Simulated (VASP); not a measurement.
Wanted: the native input for a VASP 6.6.1 run.

- Task: single point
- Functional: LDA
- Potentials or basis: VASP PAW LDA potentials, release 64 (La, Hg_sv_GW)
- Cutoff: 500 eV
- k mesh: 3 × 3 × 3
- Occupations: fermi-dirac, width 0.15 eV
- Spin: no spin polarisation
- Dipole correction: no
- Second run: valence_matched
- Further INCAR settings: ALGO = Normal; EDIFF = 1e-06; NBANDS = 32

The structure of LaHg2 lies in POSCAR:

```
LaHg2
1.0
    4.9600000000      0.0000000000      0.0000000000
   -2.4800000000      4.2954860028      0.0000000000
    0.0000000000      0.0000000000      3.6500000000
La Hg
1 2
Direct
    0.0000000000      0.0000000000      0.0000000000
    0.3333333333      0.6666666667      0.4500000000
    0.6666666667      0.3333333333      0.5500000000
```

The input as run:

INCAR

```
ALGO     = Normal         # electronic algorithm
EDIFF    = 1E-6           # SCF threshold, eV
ENCUT    = 500            # plane-wave cutoff, eV
GGA_COMPAT= F            
ISIF     = 2              # what is computed and relaxed
ISMEAR   = -1             # smearing method
LASPH    = T              # aspherical terms in the spheres
LCHARG   = T              # write CHGCAR
LELF     = T              # ELF
LMAXMIX  = 6              # l up to which the mixer works
LREAL    = F              # projectors in reciprocal space
LVHAR    = T            
LWAVE    = F              # write WAVECAR
NBANDS   = 32             # bands
NELM     = 200            # most SCF steps
PREC     = Accurate       # precision mode
SIGMA    = 0.15           # smearing width, eV
```

KPOINTS

```
k-points
0
Gamma
  3 3 3
```

Potentials or basis: VASP PAW LDA potentials, release 64 (La, Hg_sv_GW).

Launch:

```bash
$ cat potpaw_LDA.64/La/POTCAR potpaw_LDA.64/Hg_sv_GW/POTCAR > POTCAR
$ mpirun -np 1 vasp_std > vasp.out
```

It gave:

The pressure is -2.8 GPa and the largest force is 0.156 eV/Å.

Caveat: the k points lie up to 0.57 Å⁻¹ apart.

Run time: 16 s on 1 thread of AMD EPYC 9R14 (Zen 4) (shared host), peak memory 0.14 GiB.
